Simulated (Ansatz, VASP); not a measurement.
# Ta: VASP beside Ansatz

```xyz
1
Lattice="-1.6549 1.6549 1.6549 1.6549 -1.6549 1.6549 1.6549 1.6549 -1.6549" Properties=species:S:1:pos:R:3 pbc="T T T"
Ta    0.0000    0.0000    0.0000
```

Alike in both runs: task relaxation of cell and atoms; functional r2SCAN; k mesh 14 × 14 × 14; occupations gaussian, width 0.1 eV; no spin polarisation.

|  | VASP | Ansatz |
| --- | --- | --- |
| version | VASP 6.6.1 | Ansatz 0.2.0 |
| potentials or method | VASP PAW PBE potentials, release 64 (Ta_pv), cutoff 600 eV | scalar-relativistic, plane waves, PAW |
| valence electrons in the cell | 11 | 13 |

|  | VASP | Ansatz | Ansatz less VASP |
| --- | --- | --- | --- |
| gap on the k mesh at the Fermi level, each at its own relaxed structure (eV) | none | none | - |
| relaxed volume (Å³/atom) | 18.06 | 18.02 | -0.046 |
| relaxed cell length with the largest relative difference (Å) | 2.863 | 2.860 | -0.0024 |

VASP's potentials were made for PBE, not for r2SCAN. A gap of «none» marks a metal or a gap that the smearing closes. VASP's potentials hold 11 valence electrons a cell and Ansatz's 13, so a difference there can come from the potentials and not from the codes.

Spin-orbit coupling is off throughout.
